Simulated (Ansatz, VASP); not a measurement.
Two plane-wave programs on Sn

```
Sn
1.0
     0.21507    3.30476    3.30476
     3.30476    0.21507    3.30476
     3.30476    3.30476    0.21507
Sn
2
Direct
  0.00544 0.00544 0.00544
  0.24456 0.24456 0.24456
```

Change from the starting cell: epitaxial_111 strain -5.9%.

Alike in both runs: task single point; functional r2SCAN; k mesh 6 × 6 × 6; occupations fermi-dirac, width 0.02 eV; no spin polarisation.

|  | VASP | Ansatz |
| --- | --- | --- |
| version | VASP 6.6.1 | Ansatz 0.2.0 |
| potentials or method | VASP PAW PBE potentials, release 64 (Sn_d) | plane waves, PAW |
| plane-wave cutoff (eV) | 550 | 500 |
| valence electrons in the cell | 28 | 28 |

Ansatz gave:

```
pressure (GPa)                                                : 4.4
traceless stress, the component that is largest in VASP (GPa) : -2.19
```

**Question.** Which values does VASP return?

**Answer.** Pressure (GPa): 4.4; traceless stress, the component that is largest in VASP (GPa): -2.20.

VASP's potentials were made for PBE, not for r2SCAN. The functional is the same, so the differences come from potentials, cutoffs and numerics.
